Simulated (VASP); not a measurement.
# CuO (C2/c) in VASP: single point with PBE

Aim: the single point of CuO with PBE.

Everything below comes from runs of VASP 6.6.1. Logs are shortened: lines on timing, memory, paths and dates and some standing lists are left out, and cuts for length are marked.

**1. The cell of the first run**

The typed cell holds 4 atoms: a = 2.949 Å, b = 2.949 Å, c = 5.150 Å, α = 90.04°, β = 90.04°, γ = 89.85°.

**2. Single point, PBE**

Input file INCAR:

```
SYSTEM = CuO
PREC     = Accurate       ! precision mode
ENCUT    = 520            ! plane-wave cutoff, eV
EDIFF    = 1E-6           ! SCF threshold, eV
ISMEAR   = 0              ! smearing method
SIGMA    = 0.1            ! smearing width, eV
LREAL    = .False.        ! projectors in reciprocal space
LASPH    = .True.         ! aspherical terms in the spheres
NELM     = 100            ! most SCF steps
ALGO     = Normal         ! electronic algorithm
ISIF     = 2              ! what is computed and relaxed
LWAVE    = .False.        ! write WAVECAR
LCHARG   = .True.         ! write CHGCAR
GGA      = PE             ! functional
LELF     = .True.         ! ELF
LVHAR    = .True.       
NBANDS   = 25             ! bands
```

Input file KPOINTS:

```
Automatic mesh
0
Gamma
  16 16 10
  0 0 0
```

Input file POSCAR:

```
CuO
1.0
    2.0875231563     -2.0825746906      0.0442694376
    2.0875231563      2.0825746906      0.0442694376
   -0.1139690225      0.0000000000      5.1492150374
Cu O
2 2
Direct
    0.5000000000      0.0000000000      0.5000000000
    0.0000000000      0.5000000000      0.0000000000
    0.5002394124      0.4997605876      0.2500000000
    0.4997605876      0.5002394124      0.7500000000
```

Potentials or basis: VASP PAW PBE potentials, release 64 (Cu, O).

Launch:

```sh
$ cat potpaw_PBE.64/Cu/POTCAR potpaw_PBE.64/O/POTCAR > POTCAR
$ mpirun -np 1 vasp_std > vasp.out
```

OUTCAR:

```text
SYSTEM = CuO
   PREC = Accurate
   ENCUT = 520
   EDIFF = 1E-6
   ISMEAR = 0
   LREAL = .False.
   LASPH = .True.
   NELM = 100
   ISIF = 2
   GGA = PE

 ion  position               nearest neighbor table
   1  0.500  0.000  0.500-   4 1.96   3 1.96   4 1.96   3 1.96
   2  0.000  0.500  0.000-   3 1.96   4 1.96   4 1.96   3 1.96
   3  0.500  0.500  0.250-   1 1.96   2 1.96   2 1.96   1 1.96
   4  0.500  0.500  0.750-   2 1.96   1 1.96   2 1.96   1 1.96

  LATTYP: Found a base centered monoclinic cell.
 ALAT       =     4.1759850149
 B/A-ratio  =     0.9974052508
 C/A-ratio  =     1.2333559912
 COS(beta)  =    -0.0009261647

  Lattice vectors:

 A1 = (   2.0875231563,  -2.0825746906,   0.0442694376)
 A2 = (   2.0875231563,   2.0825746906,   0.0442694376)
 A3 = (  -0.1139690225,   0.0000000000,   5.1492150374)

Analysis of symmetry for initial positions (statically):
=====================================================================
 Subroutine PRICEL returns:
 Original cell was already a primitive cell.

 Routine SETGRP: Setting up the symmetry group for a
 base centered monoclinic supercell.

 Subroutine GETGRP returns: Found  4 space group operations
 (whereof  2 operations were pure point group operations)
 out of a pool of  4 trial point group operations.

The static configuration has the point symmetry S_2 .
 The point group associated with its full space group is C_2h.

Analysis of symmetry for dynamics (positions and initial velocities):
=====================================================================
 Subroutine PRICEL returns:
 Original cell was already a primitive cell.

 Routine SETGRP: Setting up the symmetry group for a
 base centered monoclinic supercell.

 Subroutine GETGRP returns: Found  4 space group operations
 (whereof  2 operations were pure point group operations)
 out of a pool of  4 trial point group operations.

The dynamic configuration has the point symmetry S_2 .
 The point group associated with its full space group is C_2h.

 Subroutine INISYM returns: Found  4 space group operations
 (whereof  2 operations are pure point group operations),
 and found     1 'primitive' translations

----------------------------------------------------------------------------------------

                                     Primitive cell

  volume of cell :      44.7926

  direct lattice vectors                    reciprocal lattice vectors
     2.087523156 -2.082574691  0.044269438     0.239405930 -0.240087427  0.005298839
     2.087523156  2.082574691  0.044269438     0.239405930  0.240087427  0.005298839
    -0.113969023  0.000000000  5.149215037    -0.004116498  0.000000000  0.194113246

  length of vectors
     2.949038835  2.949038835  5.150476137     0.339094751  0.339094751  0.194156890

  position of ions in fractional coordinates (direct lattice)
     0.500000000  1.000000000  0.500000000
     1.000000000  0.500000000  0.000000000
     0.500239412  0.499760588  0.250000000
     0.499760588  0.500239412  0.750000000

  ion indices of the primitive-cell ions
   primitive index   ion index
                 1           1
                 2           2
                 3           3
                 4           4

----------------------------------------------------------------------------------------

 KPOINTS: Automatic mesh

Automatic generation of k-mesh.
 Grid dimensions read from file:
 generate k-points for:   16   16   10

 Generating k-lattice:

  Cartesian coordinates                     Fractional coordinates (reciprocal lattice)
     0.014962871 -0.015005464  0.000331177     0.062500000 -0.000000000  0.000000000
     0.014962871  0.015005464  0.000331177    -0.000000000  0.062500000  0.000000000
    -0.000411650  0.000000000  0.019411325     0.000000000  0.000000000  0.100000000

  Length of vectors
     0.021193422  0.021193422  0.019415689

  Shift w.r.t. Gamma in fractional coordinates (k-lattice)
     0.000000000  0.000000000  0.000000000

 Subroutine IBZKPT returns following result:
 ===========================================

 Found    690 irreducible k-points:

 Following reciprocal coordinates:
            Coordinates               Weight
  0.000000  0.000000  0.000000      1.000000
  0.062500 -0.000000  0.000000      4.000000
  0.125000 -0.000000  0.000000      4.000000
  0.187500 -0.000000  0.000000      4.000000
  0.250000 -0.000000  0.000000      4.000000
  0.312500 -0.000000  0.000000      4.000000
[... 16 lines left out ...]
 -0.125000  0.062500  0.000000      4.000000
 -0.062500  0.062500  0.000000      2.000000
 [... further k-points ...]
   k-points           NKPTS =    690   k-points in BZ     NKDIM =    690   number of bands    NBANDS=     25
   number of dos      NEDOS =    301   number of ions     NIONS =      4
   total plane-waves  NPLWV =  23040
   dimension x,y,z NGX =    24 NGY =   24 NGZ =   40
   dimension x,y,z NGXF=    48 NGYF=   48 NGZF=   80
   ions per type =               2   2
   NGX,Y,Z   is equivalent  to a cutoff of  13.53, 13.53, 12.91 a.u.
   NGXF,Y,Z  is equivalent  to a cutoff of  27.06, 27.06, 25.82 a.u.
 SYSTEM =  CuO
   PREC   = accura    normal or accurate (medium, high low for compatibility)
   ISTART =      0    job   : 0-new  1-cont  2-samecut
   ICHARG =      2    charge: 1-file 2-atom 10-const
   ISPIN  =      1    spin polarized calculation?
   LNONCOLLINEAR =      F non collinear calculations
   LSORBIT =      F    spin-orbit coupling
   LASPH  =      T    aspherical Exc in radial PAW
   ENCUT  =  520.0 eV  38.22 Ry    6.18 a.u.   5.48  5.48  9.58*2*pi/ulx,y,z
   NELM   =    100;   NELMIN=  2; NELMDL= -5     # of ELM steps
   EDIFF  = 0.1E-05   stopping-criterion for ELM
   LREAL  =      F    real-space projection
   EDIFFG = 0.1E-04   stopping-criterion for IOM
   NSW    =      0    number of steps for IOM
   IBRION =     -1    ionic relax: 0-MD 1-quasi-New 2-CG
   NFREE  =      0    steps in history (QN), initial steepest desc. (CG)
   ISIF   =      2    stress and relaxation
   ISYM   =      2    0-nonsym 1-usesym 2-fastsym
   POTIM  = 0.5000    time-step for ionic-motion
   TEBEG  =    0.0;   TEEND  =   0.0 temperature during run
   PSTRESS=    0.0 pullay stress
   NELECT =      34.0000    total number of electrons
   NUPDOWN=      -1.0000    fix difference up-down
   EMIN   =  10.00;   EMAX   =-10.00  energy-range for DOS
   EFERMI =   0.00;   METHOD = LEGACY
   ISMEAR =     0;   SIGMA  =   0.10  broadening in eV -4-tet -1-fermi 0-gaus
   EFERMI_NEDOS =   21; number of points for ismear=-14 and -15
   IALGO  =     38    algorithm
   IMIX   =      4    mixing-type and parameters
     AMIX     =   0.40;   BMIX     =  1.00
     AMIX_MAG =   1.60;   BMIX_MAG =  1.00
  volume/ion in A,a.u.               =      11.20        75.57
  Fermi-wavevector in a.u.,A,eV,Ry     =   1.493364  2.822048 30.342827  2.230135
  Thomas-Fermi vector in A             =   2.605774
   LORBIT       =      0    0 simple, 1 ext, 2 COOP (PROOUT), +10 PAW based schemes
   GGA     = PE    functional components
   LHFCALC =     F    Hartree Fock is set to
   AEXX    =    0.0000 exact exchange contribution
   IVDW    =     0    specifies the selected vdW correction
   LEPSILON=     F    determine dielectric tensor
   LRPA    =     F    only Hartree local field effects (RPA)
 non-spin polarized calculation
 Gauss-broadening in eV      SIGMA  =   0.10
  energy-cutoff  :      520.00
  volume of cell :       44.79
 maximum number of plane-waves:      1236
 NGX is ok and might be reduce to    24
   NGX = 11   NGY = 11   NGZ = 19

 number of electron      34.0000018 magnetization

 Free energy of the ion-electron system (eV)
  ---------------------------------------------------
  ext. energy  EPLUGINS =         0.00000000
  ---------------------------------------------------
  free energy    TOTEN  =       -19.73727496 eV

  energy without entropy =      -19.72640639  energy(sigma->0) =      -19.73184067

 E-fermi :   4.7741     XC(G=0): -11.2566

 val. band max:        4.7693690444   @ k =   0.3750   0.1875   0.5000
 cond. band min:       4.7744132617   @ k =  -0.0625   0.3750   0.1000
 fundamental gap:      0.0050442172
 Fermi energy:         4.7740755624

 k-point     1 :       0.0000    0.0000    0.0000
  band No.  band energies     occupation
      1     -14.9492      2.00000
      2     -13.6551      2.00000
      3      -3.2356      2.00000
      4      -0.6021      2.00000
      5      -0.5968      2.00000
      6       1.0878      2.00000
[... 17 lines left out ...]
     24      19.1782      0.00000
     25      19.4810      0.00000

 k-point     2 :       0.0625   -0.0000    0.0000
  band No.  band energies     occupation
      1     -14.9293      2.00000
      2     -13.6490      2.00000
      3      -3.2000      2.00000
      4      -0.6182      2.00000
      5      -0.5890      2.00000
      6       0.8343      2.00000
[... 17 lines left out ...]
     24      19.2409      0.00000
     25      19.5062      0.00000

 k-point     3 :       0.1250   -0.0000    0.0000
  band No.  band energies     occupation
      1     -14.8716      2.00000
      2     -13.6317      2.00000
      3      -3.0968      2.00000
      4      -0.6655      2.00000
      5      -0.5597      2.00000
      6       0.3057      2.00000
[... 17 lines left out ...]
     24      19.4112      0.00000
     25      19.5477      0.00000

 k-point     4 :       0.1875   -0.0000    0.0000
  band No.  band energies     occupation
      1     -14.7832      2.00000
      2     -13.6058      2.00000
      3      -2.9373      2.00000
      4      -0.7218      2.00000
      5      -0.5150      2.00000
      6      -0.3034      2.00000
[... 17 lines left out ...]
     24      19.5003      0.00000
     25      19.5945      0.00000
[... 477 lines left out ...]
 k-point    22 :      -0.1875    0.0625    0.0000
  band No.  band energies     occupation
      1     -14.7635      2.00000
      2     -13.6002      2.00000
      3      -2.9011      2.00000
      4      -0.7130      2.00000
      5      -0.5295      2.00000
      6      -0.3010      2.00000
[... 17 lines left out ...]
     24      18.7809      0.00000
     25      19.5652      0.00000

 k-point    23 :      -0.1250    0.0625    0.0000
  band No.  band energies     occupation
      1     -14.8517      2.00000
      2     -13.6258      2.00000
      3      -3.0609      2.00000
      4      -0.6586      2.00000
      5      -0.5739      2.00000
      6       0.2943      2.00000
[... 17 lines left out ...]
     24      18.8579      0.00000
     25      19.6022      0.00000

 k-point    24 :      -0.0625    0.0625    0.0000
  band No.  band energies     occupation
      1     -14.9093      2.00000
      2     -13.6430      2.00000
      3      -3.1642      2.00000
      4      -0.6182      2.00000
      5      -0.5972      2.00000
      6       0.7461      2.00000
[... 17 lines left out ...]
     24      19.3708      0.00000
     25      19.5304      0.00000

 [... further k-points ...]

------------------------ aborting loop because EDIFF is reached ----------------------------------------

  FORCE on cell =-STRESS in cart. coord.  units (eV):
  Direction    XX          YY          ZZ          XY          YZ          ZX
  --------------------------------------------------------------------------------------
  -------------------------------------------------------------------------------------
  Total        0.1501269      0.1600046      0.2667295      0.0000000      0.0000000      0.0005741
  in kB        5.3698523      5.7231669      9.5405838      0.0000000      0.0000000      0.0205353
  external PRESSURE =       6.8778676 kB  Pullay stress =       0.0000000 kB

 VOLUME and BASIS-vectors are now :
 -----------------------------------------------------------------------------
  energy-cutoff  :      520.00
  volume of cell :       44.79
      direct lattice vectors                 reciprocal lattice vectors
     2.087523156 -2.082574691  0.044269438     0.239405930 -0.240087427  0.005298839
     2.087523156  2.082574691  0.044269438     0.239405930  0.240087427  0.005298839
    -0.113969023  0.000000000  5.149215037    -0.004116498  0.000000000  0.194113246

 POSITION                                       TOTAL-FORCE (eV/Angst)
 -----------------------------------------------------------------------------------
      0.98678     -1.04129      2.59674        -0.000000     -0.000000     -0.000000
      1.04376      1.04129      0.02213        -0.000000     -0.000000     -0.000000
      2.05903     -0.00100      1.33157        -0.000000     -0.000020      0.000000
      2.00205      0.00100      3.90618         0.000000      0.000020     -0.000000
 -----------------------------------------------------------------------------------
    total drift:                                0.000000      0.000000     -0.000000

  FREE ENERGIE OF THE ION-ELECTRON SYSTEM (eV)
  ---------------------------------------------------
  free  energy   TOTEN  =       -19.7372749620 eV

  energy  without entropy=      -19.7264063874  energy(sigma->0) =      -19.73184067
```

Wall time 8.1 min (1 thread of Intel Xeon Platinum 8488C (Sapphire Rapids), shared host); peak memory 0.68 GiB.

Results:

| Quantity | Value |
| --- | --- |
| Free energy | -19.7373 eV |
| Pressure | 0.7 GPa |
| Band gap on the k mesh | zero (bands 17 and 18 overlap by 1.18 eV) |

Levels at points of the mesh, in eV from the Fermi level:
| k point | band 15 | band 16 | band 17 | band 18 | band 19 | band 20 |
| --- | --- | --- | --- | --- | --- | --- |
| (0.00, 0.00, 0.00) | -2.28 | -1.90 | 0.66 | 0.66 | 1.38 | 6.08 |
| (0.50, 0.00, 0.00) | -1.58 | -1.50 | 0.20 | 0.46 | 3.74 | 5.81 |
| (0.50, 0.50, 0.00) | -1.62 | -1.21 | -1.21 | 1.10 | 2.16 | 7.20 |
| (0.00, 0.00, 0.50) | -1.55 | -1.55 | 0.10 | 0.10 | 3.44 | 3.44 |
| (0.50, 0.00, 0.50) | -2.02 | -1.82 | -0.19 | 0.66 | 4.33 | 5.84 |
| (0.50, 0.50, 0.50) | -1.43 | -1.43 | -0.53 | -0.53 | 4.01 | 4.01 |

Caveat: semilocal functionals often make such compounds metallic where correlation or magnetic order opens a gap, which also shifts bond lengths. With open d or f shells a metallic result of PBE can be an artefact of self-interaction; +U or a hybrid may open a gap.
